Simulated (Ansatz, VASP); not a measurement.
# One calculation of ZnO, two programs

```xyz
4
Lattice="3.2424 0.0000 0.0000 -1.6212 2.8080 0.0000 0.0000 0.0000 5.2401" Properties=species:S:1:pos:R:3 pbc="T T T"
Zn    0.0000    1.8720    0.0089
Zn    1.6212    0.9360    2.6289
O     0.0000    1.8720    1.9933
O     1.6212    0.9360    4.6134
```

Alike in both runs: functional PBE; k mesh 8 × 8 × 5; no spin polarisation.

Ansatz relaxed the structure, and its values are those at the end. VASP's run is a single point on that final structure, the one shown.

|  | VASP | Ansatz |
| --- | --- | --- |
| version | VASP 6.6.1 | Ansatz 0.2.0 |
| potentials or method | VASP PAW PBE potentials, release 64 (Zn, O) | scalar-relativistic, plane waves, PAW |
| plane-wave cutoff (eV) | 520 | 420 |
| occupations | gaussian, width 0.01 eV | fixed |
| valence electrons in the cell | 36 | 36 |

Ansatz gave:

- gap on the k mesh at the Fermi level (eV): 0.79
- least direct gap on the mesh (eV): 0.79
- pressure (GPa): 4.6

**Question.** Which values does VASP return?

**Answer.** gap on the k mesh at the Fermi level (eV): 0.77; least direct gap on the mesh (eV): 0.77; pressure (GPa): 5.6.
